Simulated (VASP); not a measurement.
Write the native input for VASP 6.6.1 that does the following.

```yaml
Task: single point
Functional: PBE
Potentials_or_basis: VASP PAW PBE potentials, release 64 (Ca_sv, Se)
Cutoff: 520 eV
k_mesh: 1 × 1 × 12
Occupations: gaussian, width 0.05 eV
Spin: collinear spin
Starting_moments: "[0.5, 0.5, 0.5, 0.5] μB"
Dipole_correction: no
Further_INCAR_settings: ALGO = Normal; EDIFF = 1e-06; NBANDS = 28
```

The structure of CaSe lies in POSCAR:

```
CaSe
1.0
   11.8000000000      0.0000000000      0.0000000000
    0.0000000000      9.3000000000      0.0000000000
    0.0000000000      0.0000000000      5.4664810380
Ca Se
2 2
Direct
    0.3967271903      0.5000000000      0.0000000000
    0.6032728097      0.5000000000      0.5000000000
    0.3656405241      0.5000000000      0.5000000000
    0.6343594759      0.5000000000      0.0000000000
```

These files were run (other wordings do the same):

INCAR

```
  PREC = Accurate
  ENCUT = 520
  EDIFF = 1E-6
  ISMEAR = 0
  SIGMA = 0.05
  LREAL = F
  LASPH = T
  NELM = 150
  ALGO = Normal
  ISIF = 2
  LWAVE = F
  LCHARG = T
  ISPIN = 2
  MAGMOM = 0.5 0.5 0.5 0.5
  LORBIT = 11
  GGA = PE
  LELF = T
  LVHAR = T
  NBANDS = 28
```

KPOINTS

```
Automatic mesh
0
Gamma
  1 1 12
```

Potentials or basis: VASP PAW PBE potentials, release 64 (Ca_sv, Se).

Command:

```sh
$ cat potpaw_PBE.64/Ca_sv/POTCAR potpaw_PBE.64/Se/POTCAR > POTCAR
$ mpirun -np 1 vasp_std > vasp.out
```

Results of the run:

```yaml
Largest_force: 0.019 eV/Å
Band_gap_on_the_k_mesh: 2.70 eV
Net_moment: 0.00 μB per cell
Valence_electrons_inside_the_program's_atomic_spheres: Ca 8.14; Se 3.89
```

Wall time 6.4 min on 1 thread of Intel(R) Xeon(R) Platinum 8375C CPU @ 2.90GHz (Ice Lake) (shared host), peak memory 0.87 GiB.
